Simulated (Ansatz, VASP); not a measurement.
CdSe: VASP beside Ansatz

```
Cd Se
1.0
     4.51342    0.00000    0.00000
    -2.25671    3.90874    0.00000
     0.00000    0.00000    6.66444
Cd Se
2 2
Direct
  0.66667 0.33333 0.00000
  0.33333 0.66667 0.50000
  0.66667 0.33333 0.37500
  0.33333 0.66667 0.87500
```

Change from the starting cell: strain +0.050 along x and y, -0.050 along z, atoms carried along.

Alike in both runs: task single point; functional r2SCAN; k mesh 6 × 6 × 4; occupations gaussian, width 0.05 eV; no spin polarisation.

```csv
,VASP,Ansatz
version,VASP 6.6.1,Ansatz 0.2.0
potentials or method,"VASP PAW PBE potentials, release 64 (Cd, Se), cutoff 520 eV","scalar-relativistic, plane waves, PAW"
valence electrons in the cell,36,72
```

VASP gave:

- gap on the k mesh at the Fermi level (eV): 1.07
- least direct gap on the mesh (eV): 1.07
- pressure (GPa): 0.3
- traceless stress, the component that is largest in VASP (GPa): 6.69
- rms of the force components (eV/Å): 0.559

Problem. Which values does Ansatz return?

Solution. gap on the k mesh at the Fermi level (eV): 1.08; least direct gap on the mesh (eV): 1.08; pressure (GPa): 0.1; traceless stress, the component that is largest in VASP (GPa): 6.55; rms of the force components (eV/Å): 0.543.

VASP's potentials were made for PBE, not for r2SCAN. Atom by atom the forces differ by 0.015 eV/Å (rms over components). VASP's potentials hold 36 valence electrons a cell and Ansatz's 72, so a difference there can come from the potentials and not from the codes.
